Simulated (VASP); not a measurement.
# Si in VASP: single point with PBE

Aim: the single point of Si with PBE.

All numbers are computed with VASP 6.6.1; they aren't measurements. Logs are shortened: lines on timing, memory, paths and dates and some standing lists are left out, and cuts for length are marked.

## Step 1: The cell of the first run

The cell holds a slab with vacuum, 6 atoms: a = 3.868 Å, b = 3.868 Å, c = 28.668 Å, α = 90.00°, β = 90.00°, γ = 120.00°.

## Step 2: Single point, PBE

File INCAR:

```
SYSTEM = Si
PREC = Accurate ; ENCUT = 520
EDIFF = 1E-6 ; ISMEAR = 0
SIGMA = 0.05 ; LREAL = .False.
LASPH = .True. ; NELM = 80
ALGO = Normal ; ISIF = 2
LWAVE = .False. ; LCHARG = .False.
LDIPOL = .True. ; IDIPOL = 3
DIPOL = 0.5 0.5 0.354 ; GGA = PE
NBANDS = 21
```

File KPOINTS:

```
regular mesh
0
Gamma
  9 9 1
  0 0 0
```

File POSCAR:

```
Si
1.0
    3.8677060743      0.0000000000      0.0000000000
   -1.9338530371      3.3495317147      0.0000000000
    0.0000000000      0.0000000000     28.6679340259
Si
6
Direct
    0.3333313792      0.6666686208      0.2320528597
   -0.0000019542      0.0000019542      0.2558617105
   -0.0000019542      0.0000019542      0.3407438420
    0.6666647125      0.3333352875      0.3674277917
    0.6666647125      0.3333352875      0.4523196480
    0.3333313792      0.6666686208      0.4762799336
```

Potentials or basis: VASP PAW PBE potentials, release 64 (Si).

Command:

```console
$ cat potpaw_PBE.64/Si/POTCAR > POTCAR
$ mpirun -np 1 vasp_std > vasp.out
```

OUTCAR:

```text
SYSTEM = Si
   PREC = Accurate
   ENCUT = 520
   EDIFF = 1E-6
   ISMEAR = 0
   LREAL = .False.
   LASPH = .True.
   NELM = 80
   ISIF = 2
   GGA = PE

 ion  position               nearest neighbor table
   1  0.333  0.667  0.232-   2 2.34   2 2.34   2 2.34
   2  1.000  0.000  0.256-   1 2.34   1 2.34   1 2.34   3 2.43
   3  1.000  0.000  0.341-   4 2.36   4 2.36   4 2.36   2 2.43
   4  0.667  0.333  0.367-   3 2.36   3 2.36   3 2.36   5 2.43
   5  0.667  0.333  0.452-   6 2.34   6 2.34   6 2.34   4 2.43
   6  0.333  0.667  0.476-   5 2.34   5 2.34   5 2.34

  LATTYP: Found a hexagonal cell.
 ALAT       =     3.8677060743
 C/A-ratio  =     7.4121283973

  Lattice vectors:

 A1 = (   3.8677060743,   0.0000000000,   0.0000000000)
 A2 = (  -1.9338530371,   3.3495317147,   0.0000000000)
 A3 = (   0.0000000000,   0.0000000000,  28.6679340259)

Analysis of symmetry for initial positions (statically):
=====================================================================
 Subroutine PRICEL returns:
 Original cell was already a primitive cell.

 Routine SETGRP: Setting up the symmetry group for a
 hexagonal supercell.

 Subroutine GETGRP returns: Found  6 space group operations
 (whereof  4 operations were pure point group operations)
 out of a pool of 24 trial point group operations.

The static configuration has the point symmetry C_2v.
 The point group associated with its full space group is C_3v.

Analysis of symmetry for dynamics (positions and initial velocities):
=====================================================================
 Subroutine PRICEL returns:
 Original cell was already a primitive cell.

 Routine SETGRP: Setting up the symmetry group for a
 hexagonal supercell.

 Subroutine GETGRP returns: Found  6 space group operations
 (whereof  4 operations were pure point group operations)
 out of a pool of 24 trial point group operations.

The dynamic configuration has the point symmetry C_2v.
 The point group associated with its full space group is C_3v.

 Subroutine INISYM returns: Found  6 space group operations
 (whereof  4 operations are pure point group operations),
 and found     1 'primitive' translations

----------------------------------------------------------------------------------------

                                     Primitive cell

  volume of cell :     371.3932

  direct lattice vectors                    reciprocal lattice vectors
     3.867706074  0.000000000  0.000000000     0.258551188  0.149274598  0.000000000
    -1.933853037  3.349531715  0.000000000     0.000000000  0.298549196  0.000000000
     0.000000000  0.000000000 28.667934026     0.000000000  0.000000000  0.034882179

  length of vectors
     3.867706074  3.867706074 28.667934026     0.298549196  0.298549196  0.034882179

  position of ions in fractional coordinates (direct lattice)
     0.333331379  0.666668621  0.232052860
     0.999998046  0.000001954  0.255861710
     0.999998046  0.000001954  0.340743842
     0.666664713  0.333335287  0.367427792
     0.666664713  0.333335287  0.452319648
     0.333331379  0.666668621  0.476279934

  ion indices of the primitive-cell ions
   primitive index   ion index
                 1           1
                 2           2
                 3           3
                 4           4
                 5           5
                 6           6

----------------------------------------------------------------------------------------

 KPOINTS: regular mesh

Automatic generation of k-mesh.
 Grid dimensions read from file:
 generate k-points for:    9    9    1

 Generating k-lattice:

  Cartesian coordinates                     Fractional coordinates (reciprocal lattice)
     0.028727910  0.016586066  0.000000000     0.111111111 -0.000000000  0.000000000
     0.000000000  0.033172133  0.000000000     0.000000000  0.111111111  0.000000000
     0.000000000  0.000000000  0.034882179     0.000000000  0.000000000  1.000000000

  Length of vectors
     0.033172133  0.033172133  0.034882179

  Shift w.r.t. Gamma in fractional coordinates (k-lattice)
     0.000000000  0.000000000  0.000000000

 Subroutine IBZKPT returns following result:
 ===========================================

 Found     12 irreducible k-points:

 Following reciprocal coordinates:
            Coordinates               Weight
  0.000000  0.000000  0.000000      1.000000
  0.111111 -0.000000  0.000000      6.000000
  0.222222 -0.000000  0.000000      6.000000
  0.333333 -0.000000  0.000000      6.000000
  0.444444 -0.000000  0.000000      6.000000
  0.111111  0.111111  0.000000      6.000000
  0.222222  0.111111  0.000000     12.000000
  0.333333  0.111111  0.000000     12.000000
  0.444444  0.111111  0.000000      6.000000
  0.222222  0.222222  0.000000      6.000000
  0.333333  0.222222  0.000000     12.000000
  0.333333  0.333333  0.000000      2.000000
   k-points           NKPTS =     12   k-points in BZ     NKDIM =     12   number of bands    NBANDS=     21
   number of dos      NEDOS =    301   number of ions     NIONS =      6
   total plane-waves  NPLWV = 194400
   dimension x,y,z NGX =    30 NGY =   30 NGZ =  216
   dimension x,y,z NGXF=    60 NGYF=   60 NGZF=  432
   ions per type =               6
   NGX,Y,Z   is equivalent  to a cutoff of  12.89, 12.89, 12.53 a.u.
   NGXF,Y,Z  is equivalent  to a cutoff of  25.79, 25.79, 25.05 a.u.
 SYSTEM =  Si
   PREC   = accura    normal or accurate (medium, high low for compatibility)
   ISTART =      0    job   : 0-new  1-cont  2-samecut
   ICHARG =      2    charge: 1-file 2-atom 10-const
   ISPIN  =      1    spin polarized calculation?
   LNONCOLLINEAR =      F non collinear calculations
   LSORBIT =      F    spin-orbit coupling
   LASPH  =      T    aspherical Exc in radial PAW
   ENCUT  =  520.0 eV  38.22 Ry    6.18 a.u.   7.19  7.19 53.30*2*pi/ulx,y,z
   NELM   =     80;   NELMIN=  2; NELMDL= -5     # of ELM steps
   EDIFF  = 0.1E-05   stopping-criterion for ELM
   LREAL  =      F    real-space projection
   EDIFFG = 0.1E-04   stopping-criterion for IOM
   NSW    =      0    number of steps for IOM
   IBRION =     -1    ionic relax: 0-MD 1-quasi-New 2-CG
   NFREE  =      0    steps in history (QN), initial steepest desc. (CG)
   ISIF   =      2    stress and relaxation
   ISYM   =      2    0-nonsym 1-usesym 2-fastsym
   POTIM  = 0.5000    time-step for ionic-motion
   TEBEG  =    0.0;   TEEND  =   0.0 temperature during run
   PSTRESS=    0.0 pullay stress
   NELECT =      24.0000    total number of electrons
   NUPDOWN=      -1.0000    fix difference up-down
   EMIN   =  10.00;   EMAX   =-10.00  energy-range for DOS
   EFERMI =   0.00;   METHOD = LEGACY
   ISMEAR =     0;   SIGMA  =   0.05  broadening in eV -4-tet -1-fermi 0-gaus
   EFERMI_NEDOS =   21; number of points for ismear=-14 and -15
   IALGO  =     38    algorithm
   IMIX   =      4    mixing-type and parameters
     AMIX     =   0.40;   BMIX     =  1.00
     AMIX_MAG =   1.60;   BMIX_MAG =  1.00
  volume/ion in A,a.u.               =      61.90       417.71
  Fermi-wavevector in a.u.,A,eV,Ry     =   0.656952  1.241460  5.872091  0.431587
  Thomas-Fermi vector in A             =   1.728307
   LORBIT       =      0    0 simple, 1 ext, 2 COOP (PROOUT), +10 PAW based schemes
   GGA     = PE    functional components
   LHFCALC =     F    Hartree Fock is set to
   AEXX    =    0.0000 exact exchange contribution
   IVDW    =     0    specifies the selected vdW correction
   LEPSILON=     F    determine dielectric tensor
   LRPA    =     F    only Hartree local field effects (RPA)
 non-spin polarized calculation
 Gauss-broadening in eV      SIGMA  =   0.05
  energy-cutoff  :      520.00
  volume of cell :      371.39
 maximum number of plane-waves:     10047
 NGX is ok and might be reduce to    30
   NGX = 15   NGY = 15   NGZ =107

 dipolmoment           0.000000      0.000000     -0.000950 electrons x Angstroem

 number of electron      24.0000002 magnetization

 dipolmoment           0.000000      0.000000      0.000352 electrons x Angstroem

 Free energy of the ion-electron system (eV)
  ---------------------------------------------------
  ext. energy  EPLUGINS =         0.00000000
  ---------------------------------------------------
  free energy    TOTEN  =       -30.15735164 eV

  energy without entropy =      -30.15018830  energy(sigma->0) =      -30.15376997

 E-fermi :  -1.3526     XC(G=0):  -3.6371

 val. band max:       -1.4159362281   @ k =   0.2222   0.1111   0.0000
 cond. band min:      -1.3510044706   @ k =   0.4444   0.1111   0.0000
 fundamental gap:      0.0649317574
 Fermi energy:        -1.3525808429

 k-point     1 :       0.0000    0.0000    0.0000
  band No.  band energies     occupation
      1     -12.9537      2.00000
      2     -12.2594      2.00000
      3     -11.3719      2.00000
      4      -7.0979      2.00000
      5      -4.8944      2.00000
      6      -2.4860      2.00000
[... 13 lines left out ...]
     20       1.9984      0.00000
     21       2.0349      0.00000

 k-point     2 :       0.1111   -0.0000    0.0000
  band No.  band energies     occupation
      1     -12.8124      2.00000
      2     -12.1185      2.00000
      3     -11.2302      2.00000
      4      -7.0388      2.00000
      5      -4.8826      2.00000
      6      -3.5140      2.00000
[... 13 lines left out ...]
     20       2.3402      0.00000
     21       2.3933      0.00000
[... 199 lines left out ...]
      5      -8.0801      2.00000
      6      -7.6294      2.00000
[... 13 lines left out ...]
     20       3.5031      0.00000
     21       4.2361      0.00000

 k-point    12 :       0.3333    0.3333    0.0000
  band No.  band energies     occupation
      1      -9.9725      2.00000
      2      -9.9651      2.00000
      3      -8.8318      2.00000
      4      -8.7950      2.00000
      5      -8.1855      2.00000
      6      -8.1801      2.00000
[... 13 lines left out ...]
     20       4.5369      0.00000
     21       4.5443      0.00000

------------------------ aborting loop because EDIFF is reached ----------------------------------------

 vacuum level on the upper side and lower side of the slab       (xc-potential included)        -0.015        -0.018

  FORCE on cell =-STRESS in cart. coord.  units (eV):
  Direction    XX          YY          ZZ          XY          YZ          ZX
  --------------------------------------------------------------------------------------
  -------------------------------------------------------------------------------------
  Total       -0.2703279     -0.2703279     -0.0482880     -0.0000000      0.0000000      0.0000000
  in kB       -1.1661850     -1.1661850     -0.2083129     -0.0000000      0.0000000      0.0000000
  external PRESSURE =      -0.8468943 kB  Pullay stress =       0.0000000 kB

 VOLUME and BASIS-vectors are now :
 -----------------------------------------------------------------------------
  energy-cutoff  :      520.00
  volume of cell :      371.39
      direct lattice vectors                 reciprocal lattice vectors
     3.867706074  0.000000000  0.000000000     0.258551188  0.149274598  0.000000000
    -1.933853037  3.349531715  0.000000000     0.000000000  0.298549196  0.000000000
     0.000000000  0.000000000 28.667934026     0.000000000  0.000000000  0.034882179

 POSITION                                       TOTAL-FORCE (eV/Angst)
 -----------------------------------------------------------------------------------
     -0.00001      2.23303      6.65248         0.000000      0.000000      0.006181
      3.86769      0.00001      7.33503         0.000000      0.000000     -0.007047
      3.86769      0.00001      9.76842         0.000000     -0.000000      0.008542
      1.93384      1.11652     10.53340        -0.000000     -0.000000     -0.003105
      1.93384      1.11652     12.96707        -0.000000      0.000000      0.020364
     -0.00001      2.23303     13.65396        -0.000000      0.000000     -0.024935
 -----------------------------------------------------------------------------------
    total drift:                               -0.000094      0.000055      0.000122

  FREE ENERGIE OF THE ION-ELECTRON SYSTEM (eV)
  ---------------------------------------------------
  free  energy   TOTEN  =       -30.1573516407 eV

  energy  without entropy=      -30.1501882986  energy(sigma->0) =      -30.15376997

 vacuum level on the upper side and lower side of the slab         3.345         3.342
```

It took 5.5 min on 1 thread of Intel Xeon 8259CL, shared host; peak memory 0.47 GiB.

Results:

- Free energy: -30.1574 eV
- Largest force: 0.025 eV/Å
- Band gap on the k mesh: zero (bands 12 and 13 overlap by 0.02 eV)

Forces in eV/Å, atoms in the order of the input:
```
Si   0.000  0.000  0.006
Si   0.000  0.000 -0.007
Si   0.000  0.000  0.009
Si   0.000  0.000 -0.003
Si   0.000  0.000  0.020
Si   0.000  0.000 -0.025
```

Levels at points of the mesh, in eV from the Fermi level:
| k point | band 10 | band 11 | band 12 | band 13 | band 14 | band 15 |
| --- | --- | --- | --- | --- | --- | --- |
| (0.00, 0.00, 0.00) | -0.63 | -0.35 | -0.35 | 0.99 | 1.56 | 2.33 |
